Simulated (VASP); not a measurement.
A run of VASP 6.6.1 is set up as follows.

Contents of INCAR:

```
PREC = Accurate
ENCUT = 520
EDIFF = 1E-7
ISMEAR = 0
SIGMA = 0.02
LREAL = F
LASPH = T
NELM = 60
ALGO = Normal
ISIF = 2
LWAVE = F
LCHARG = T
GGA = PE
LELF = T
LVHAR = T
NBANDS = 31
```

File KPOINTS:

```
Automatic mesh
0
Gamma
  8 8 6
```

File POSCAR:

```
NaYC
1.0
    4.5141802646      0.0000000000      0.0000000000
    0.0000000000      4.5141802646      0.0000000000
    0.0000000000      0.0000000000      6.3467108133
Na Y C
2 2 2
Direct
    0.5000000000      0.5000000000      0.5000000000
    0.0000000000      0.0000000000      0.5000000000
    0.0000000000      0.0000000000      0.0000000000
    0.5000000000      0.5000000000      0.0000000000
    0.5000000000      0.0000000000      0.8371533496
    0.0000000000      0.5000000000      0.1628466504
```

Potentials or basis: VASP PAW PBE potentials, release 64 (Na_pv, Y_sv, C).

Run with:

```bash
$ cat potpaw_PBE.64/Na_pv/POTCAR potpaw_PBE.64/Y_sv/POTCAR potpaw_PBE.64/C/POTCAR > POTCAR
$ mpirun -np 1 vasp_std > vasp.out
```

Predict the pressure.

0.0 GPa.

Estimate the band gap on the k mesh.

0.50 eV, indirect (least direct gap 0.56 eV).

A k mesh can miss the band edges.
